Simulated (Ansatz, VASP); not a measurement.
## Two plane-wave programs on SrCl2

```
Sr Cl
1.0
     2.41250    1.39286    3.94304
    -2.41250    1.39286    3.94304
     0.00000   -2.78572    3.94304
Sr Cl
1 2
Direct
  0.00000 0.00000 0.00000
  0.24995 0.24995 0.24995
  0.75005 0.75005 0.75005
```

Change from the starting cell: hydrostatic strain -1.8%.

Alike in both runs: task single point; functional HSE06; k mesh 4 × 4 × 4; no spin polarisation.

```csv
,VASP,Ansatz
version,VASP 6.6.1,Ansatz 0.2.0
potentials or method,"VASP PAW PBE potentials, release 64 (Sr_sv, Cl)","plane waves, PAW"
plane-wave cutoff (eV),520,420
occupations,"gaussian, width 0.01 eV",fixed
valence electrons in the cell,24,24
```

Ansatz gave:

```
gap on the k mesh at the Fermi level (eV) : 6.79
pressure (GPa)                            : 3.4
```

Task: Which values does VASP return?

Result: gap on the k mesh at the Fermi level (eV): 6.77; pressure (GPa): 3.5.

Ansatz's warnings: stress exchange threshold loose, stress scf threshold loose.
